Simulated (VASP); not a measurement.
# Cu (R-3m) in VASP: notebook

The runs below take Cu through single point, with PBE.

Everything below comes from runs of VASP 6.6.1. Logs are shortened: lines on timing, memory, paths and dates and some standing lists are left out, and cuts for length are marked.

## 1. The cell of the first run

Symmetry: R-3m, No. 166, trigonal system. The conventional cell has a = 4.031 Å, b = 4.031 Å, c = 4.936 Å, α = 90.00°, β = 90.00°, γ = 120.00°. Cu (site symmetry 3m) has 14 Cu at 2.27 to 2.85 Å within 3.0 Å.

## 2. Single point, PBE

File INCAR:

```
SYSTEM = Cu
  PREC = Accurate
  ENCUT = 600
  EDIFF = 1E-6
  ISMEAR = -1
  SIGMA = 0.15
  LREAL = .False.
  LASPH = .True.
  NELM = 120
  ALGO = Normal
  ISIF = 2
  LWAVE = .False.
  LCHARG = .False.
  GGA = PE
  NBANDS = 18
  GGA_COMPAT = .False.
```

File KPOINTS:

```
Automatic mesh
0
Gamma
  4 4 4
  0 0 0
```

File POSCAR:

```
Cu
1.0
    2.8500000000      0.0000000000      0.0000000000
    0.0000000000      2.8500000000      0.0000000000
    0.0000000000      0.0000000000      2.8500000000
Cu
2
Direct
    0.0000000000      0.0000000000      0.0000000000
    0.4600000000      0.4600000000      0.4600000000
```

Potentials or basis: VASP PAW PBE potentials, release 64 (Cu).

Command:

```
> cat potpaw_PBE.64/Cu/POTCAR > POTCAR
> mpirun -np 1 vasp_std > vasp.out
```

OUTCAR:

```text
SYSTEM = Cu
   PREC = Accurate
   ENCUT = 600
   EDIFF = 1E-6
   ISMEAR = -1
   LREAL = .False.
   LASPH = .True.
   NELM = 120
   ISIF = 2
   GGA = PE

 ion  position               nearest neighbor table
   1  0.000  0.000  0.000-   2 2.27   2 2.41   2 2.41   2 2.41   2 2.54   2 2.54   2 2.54   2 2.67

   2  0.460  0.460  0.460-   1 2.27   1 2.41   1 2.41   1 2.41   1 2.54   1 2.54   1 2.54   1 2.67

  LATTYP: Found a simple cubic cell.
 ALAT       =     2.8500000000

  Lattice vectors:

 A1 = (   2.8500000000,   0.0000000000,   0.0000000000)
 A2 = (   0.0000000000,   2.8500000000,   0.0000000000)
 A3 = (   0.0000000000,   0.0000000000,   2.8500000000)

Analysis of symmetry for initial positions (statically):
=====================================================================
 Subroutine PRICEL returns:
 Original cell was already a primitive cell.

 Routine SETGRP: Setting up the symmetry group for a
 simple cubic supercell.

 Subroutine GETGRP returns: Found 12 space group operations
 (whereof  6 operations were pure point group operations)
 out of a pool of 48 trial point group operations.

The static configuration has the point symmetry C_3v.
 The point group associated with its full space group is D_3d.

Analysis of symmetry for dynamics (positions and initial velocities):
=====================================================================
 Subroutine PRICEL returns:
 Original cell was already a primitive cell.

 Routine SETGRP: Setting up the symmetry group for a
 simple cubic supercell.

 Subroutine GETGRP returns: Found 12 space group operations
 (whereof  6 operations were pure point group operations)
 out of a pool of 48 trial point group operations.

The dynamic configuration has the point symmetry C_3v.
 The point group associated with its full space group is D_3d.

 Subroutine INISYM returns: Found 12 space group operations
 (whereof  6 operations are pure point group operations),
 and found     1 'primitive' translations

----------------------------------------------------------------------------------------

                                     Primitive cell

  volume of cell :      23.1491

  direct lattice vectors                    reciprocal lattice vectors
     2.850000000  0.000000000  0.000000000     0.350877193  0.000000000  0.000000000
     0.000000000  2.850000000  0.000000000     0.000000000  0.350877193  0.000000000
[... 70 lines left out ...]
   LASPH  =      T    aspherical Exc in radial PAW
   ENCUT  =  600.0 eV  44.10 Ry    6.64 a.u.   5.69  5.69  5.69*2*pi/ulx,y,z
   NELM   =    120;   NELMIN=  2; NELMDL= -5     # of ELM steps
   EDIFF  = 0.1E-05   stopping-criterion for ELM
   LREAL  =      F    real-space projection
   EDIFFG = 0.1E-04   stopping-criterion for IOM
   NSW    =      0    number of steps for IOM
   IBRION =     -1    ionic relax: 0-MD 1-quasi-New 2-CG
   NFREE  =      0    steps in history (QN), initial steepest desc. (CG)
   ISIF   =      2    stress and relaxation
   ISYM   =      2    0-nonsym 1-usesym 2-fastsym
   POTIM  = 0.5000    time-step for ionic-motion
   TEBEG  =    0.0;   TEEND  =   0.0 temperature during run
   PSTRESS=    0.0 pullay stress
   NELECT =      22.0000    total number of electrons
   NUPDOWN=      -1.0000    fix difference up-down
   EMIN   =  10.00;   EMAX   =-10.00  energy-range for DOS
   EFERMI =   0.00;   METHOD = LEGACY
   ISMEAR =    -1;   SIGMA  =   0.15  broadening in eV -4-tet -1-fermi 0-gaus
   EFERMI_NEDOS =   21; number of points for ismear=-14 and -15
   IALGO  =     38    algorithm
   IMIX   =      4    mixing-type and parameters
     AMIX     =   0.40;   BMIX     =  1.00
     AMIX_MAG =   1.60;   BMIX_MAG =  1.00
  volume/ion in A,a.u.               =      11.57        78.11
  Fermi-wavevector in a.u.,A,eV,Ry     =   1.609549  3.041607 35.247905  2.590648
  Thomas-Fermi vector in A             =   2.705241
   LORBIT       =      0    0 simple, 1 ext, 2 COOP (PROOUT), +10 PAW based schemes
   GGA     = PE    functional components
   LHFCALC =     F    Hartree Fock is set to
   AEXX    =    0.0000 exact exchange contribution
   IVDW    =     0    specifies the selected vdW correction
   LEPSILON=     F    determine dielectric tensor
   LRPA    =     F    only Hartree local field effects (RPA)
 non-spin polarized calculation
  energy-cutoff  :      600.00
  volume of cell :       23.15
 maximum number of plane-waves:       804
 NGX is ok and might be reduce to    24
   NGX = 11   NGY = 11   NGZ = 11

 number of electron      21.9999980 magnetization

 Free energy of the ion-electron system (eV)
  ---------------------------------------------------
  ext. energy  EPLUGINS =         0.00000000
  ---------------------------------------------------
  free energy    TOTEN  =        -7.25740464 eV

  energy without entropy =       -7.22387939  energy(sigma->0) =       -7.24064201

 E-fermi :   7.6640     XC(G=0): -12.8424

 val. band max:        7.3030934213   @ k =   0.5000   0.5000   0.0000
 cond. band min:       8.0106726932   @ k =  -0.2500   0.5000   0.2500
 fundamental gap:      0.7075792720
 Fermi energy:         7.6639506273

 k-point     1 :       0.0000    0.0000    0.0000
  band No.  band energies     occupation
      1      -1.6602      2.00000
      2       3.0125      2.00000
      3       3.0125      2.00000
      4       4.4485      2.00000
      5       4.6272      2.00000
      6       4.6272      2.00000
[... 250 lines left out ...]
      5       3.9120      2.00000
      6       3.9120      2.00000
[... 10 lines left out ...]
     17      15.7744      0.00000
     18      15.9766      0.00000

------------------------ aborting loop because EDIFF is reached ----------------------------------------

  FORCE on cell =-STRESS in cart. coord.  units (eV):
  Direction    XX          YY          ZZ          XY          YZ          ZX
  --------------------------------------------------------------------------------------
  -------------------------------------------------------------------------------------
  Total        1.1645287      1.1645287      1.1645287      0.3161910      0.3161910      0.3161910
  in kB       80.5983580     80.5983580     80.5983580     21.8839369     21.8839369     21.8839369
  external PRESSURE =      80.5983580 kB  Pullay stress =       0.0000000 kB

 VOLUME and BASIS-vectors are now :
 -----------------------------------------------------------------------------
  energy-cutoff  :      600.00
  volume of cell :       23.15
      direct lattice vectors                 reciprocal lattice vectors
     2.850000000  0.000000000  0.000000000     0.350877193  0.000000000  0.000000000
     0.000000000  2.850000000  0.000000000     0.000000000  0.350877193  0.000000000
     0.000000000  0.000000000  2.850000000     0.000000000  0.000000000  0.350877193

 POSITION                                       TOTAL-FORCE (eV/Angst)
 -----------------------------------------------------------------------------------
      0.00000      0.00000      0.00000        -0.931165     -0.931165     -0.931165
      1.31100      1.31100      1.31100         0.931165      0.931165      0.931165
 -----------------------------------------------------------------------------------
    total drift:                               -0.000018     -0.000018     -0.000007

  FREE ENERGIE OF THE ION-ELECTRON SYSTEM (eV)
  ---------------------------------------------------
  free  energy   TOTEN  =        -7.2574046353 eV

  energy  without entropy=       -7.2238793876  energy(sigma->0) =       -7.24064201
```

OSZICAR:

```text
N       E                     dE             d eps       ncg     rms          rms(c)
DAV:   1     0.124978848024E+03    0.12498E+03   -0.11574E+04   524   0.248E+03
DAV:   2    -0.226924384993E+01   -0.12725E+03   -0.12033E+03   468   0.297E+02
DAV:   3    -0.905974378664E+01   -0.67905E+01   -0.64866E+01   512   0.922E+01
DAV:   4    -0.913450257824E+01   -0.74759E-01   -0.74714E-01   536   0.107E+01
DAV:   5    -0.913559212225E+01   -0.10895E-02   -0.10895E-02   572   0.110E+00    0.108E+01
DAV:   6    -0.788248265185E+01    0.12531E+01   -0.11163E+01   500   0.949E+01    0.506E+00
DAV:   7    -0.728871180230E+01    0.59377E+00   -0.21023E+00   512   0.384E+01    0.108E+00
DAV:   8    -0.725880979263E+01    0.29902E-01   -0.27206E-02   722   0.227E+00    0.254E-01
DAV:   9    -0.725740739991E+01    0.14024E-02   -0.18626E-03   692   0.109E+00    0.362E-02
DAV:  10    -0.725740541984E+01    0.19801E-05   -0.12557E-04   682   0.179E-01    0.453E-03
DAV:  11    -0.725740669806E+01   -0.12782E-05   -0.93471E-07   394   0.253E-02    0.632E-03
DAV:  12    -0.725740489304E+01    0.18050E-05   -0.96484E-07   288   0.241E-02    0.444E-04
DAV:  13    -0.725740463532E+01    0.25771E-06   -0.27473E-07   272   0.498E-03
   1 F= -.72574046E+01 E0= -.72406420E+01  d E =-.335252E-01
```

It used 4.7 s of CPU time on 1 thread of Intel Xeon 6975P-C, on a shared host.

Results:

```
Free energy            : -7.2574 eV
Pressure               : 8.1 GPa
Largest force          : 1.613 eV/Å
Band gap on the k mesh : zero (band 11 reaches 13.42 eV, above the bottom of band 12 at 6.64 eV)
```

Forces on the atoms (eV/Å):
```
Cu  -0.931 -0.931 -0.931
Cu   0.931  0.931  0.931
```

Stress tensor (GPa, compression positive):
```
8.06 2.19 2.19
2.19 8.06 2.19
2.19 2.19 8.06
```

Levels at points of the mesh, in eV from the Fermi level:
```tsv
k point	band 8	band 9	band 10	band 11	band 12	band 13	band 14	band 15
(0.00, 0.00, 0.00)	-2.07	-1.54	-1.54	-1.39	8.55	8.56	8.56	13.83
(0.50, 0.00, 0.00)	-2.52	-2.30	-1.94	-1.40	-1.02	14.42	14.44	15.12
(0.50, 0.50, 0.00)	-1.90	-1.34	-1.31	-0.46	-0.36	4.51	4.61	17.90
(0.50, 0.50, 0.50)	-1.93	-1.91	-1.91	5.75	6.28	6.28	7.17	7.17
```

Caveat: the k points lie up to 0.55 Å⁻¹ apart; forces of over 1 eV/Å act on the atoms, so gaps and moduli don't describe the material at rest.

## 3. Single point, PBE

File INCAR:

```
PREC     = Accurate       # precision mode
ENCUT    = 600            # plane-wave cutoff, eV
EDIFF    = 1E-6           # SCF threshold, eV
ISMEAR   = -1             # smearing method
SIGMA    = 0.15           # smearing width, eV
LREAL    = F              # projectors in reciprocal space
LASPH    = T              # aspherical terms in the spheres
NELM     = 120            # most SCF steps
ALGO     = Normal         # electronic algorithm
ISIF     = 2              # what is computed and relaxed
LWAVE    = F              # write WAVECAR
LCHARG   = F              # write CHGCAR
GGA      = PE             # functional
NBANDS   = 18             # bands
GGA_COMPAT= F
```

File KPOINTS:

```
regular mesh
0
Gamma
  4 4 4
```

POSCAR is that of step 2.

Potentials or basis: VASP PAW PBE potentials, release 64 (Cu).

Command:

```
> cat potpaw_PBE.64/Cu/POTCAR > POTCAR
> mpirun -np 1 vasp_std > vasp.out
```

It took 6.9 s on 1 thread of Intel Xeon 6975P-C, shared host; peak memory 0.13 GiB.

It converged, with:

| Item | Value |
| --- | --- |
| Free energy | -7.2574 eV |
| Pressure | 8.1 GPa |
| Largest force | 1.613 eV/Å |
| Band gap on the k mesh | zero (band 11 reaches 13.42 eV, above the bottom of band 12 at 6.64 eV) |

Forces in eV/Å, atoms in the order of the input:
```
Cu  -0.931 -0.931 -0.931
Cu   0.931  0.931  0.931
```

Stress tensor (GPa, compression positive):
```
8.06 2.19 2.19
2.19 8.06 2.19
2.19 2.19 8.06
```

Levels at points of the mesh, in eV from the Fermi level:
| k point | band 9 | band 10 | band 11 | band 12 | band 13 | band 14 |
| --- | --- | --- | --- | --- | --- | --- |
| (0.00, 0.00, 0.00) | -1.54 | -1.54 | -1.39 | 8.55 | 8.56 | 8.56 |
| (0.50, 0.00, 0.00) | -2.30 | -1.94 | -1.40 | -1.02 | 14.42 | 14.44 |
| (0.50, 0.50, 0.00) | -1.34 | -1.31 | -0.46 | -0.36 | 4.51 | 4.61 |
| (0.50, 0.50, 0.50) | -1.91 | -1.91 | 5.75 | 6.28 | 6.28 | 7.17 |

Caveat: the k points lie up to 0.55 Å⁻¹ apart; forces of over 1 eV/Å act on the atoms, so gaps and moduli don't describe the material at rest.
